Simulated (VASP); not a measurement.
A run of VASP 6.6.1 is set up as follows.

Contents of POSCAR:

```
Ba
1.0
    0.0000000000      3.1795800632      3.1795800632
    3.1795800632      0.0000000000      3.1795800632
    3.1795800632      3.1795800632      0.0000000000
Ba
1
Direct
    0.0000000000      0.0000000000      0.0000000000
```

The input INCAR.step1:

```
SYSTEM = Ba
  PREC = Accurate
  ENCUT = 520
  ISMEAR = -1
  SIGMA = 0.1
  LREAL = .False.
  LASPH = .True.
  NELM = 100
  NBANDS = 11
  GGA = PE
  ALGO = Normal
  EDIFF = 1E-4
  LWAVE = .True.
  LCHARG = .False.
```

Contents of INCAR.step2:

```
SYSTEM = Ba
  PREC = Accurate
  ENCUT = 520
  EDIFF = 1E-6
  ISMEAR = -1
  SIGMA = 0.1
  LREAL = .False.
  LASPH = .True.
  NELM = 100
  ALGO = Normal
  ISIF = 2
  LWAVE = .False.
  LCHARG = .False.
  METAGGA = R2SCAN
  LMIXTAU = .True.
  NBANDS = 11
  ISTART = 1
```

Contents of KPOINTS:

```
regular mesh
0
Gamma
  10 10 10
  0 0 0
```

Potentials or basis: VASP PAW PBE potentials, release 64 (Ba_sv).

Launch:

```console
$ cat potpaw_PBE.64/Ba_sv/POTCAR > POTCAR
$ cp INCAR.step1 INCAR
$ mpirun -np 1 vasp_std > vasp.out
$ cp INCAR.step2 INCAR
$ mpirun -np 1 vasp_std > vasp.out
```

Task: Estimate the pressure.

Result: 0.4 GPa.

Task: What does it give for the band gap on the k mesh?

Result: Zero (bands 5 and 6 overlap by 0.05 eV).

Caveat: the PAW data sets were made with another functional, which shifts forces and pressure a little; spin-orbit coupling is left out, which moves the levels of the heavy elements.
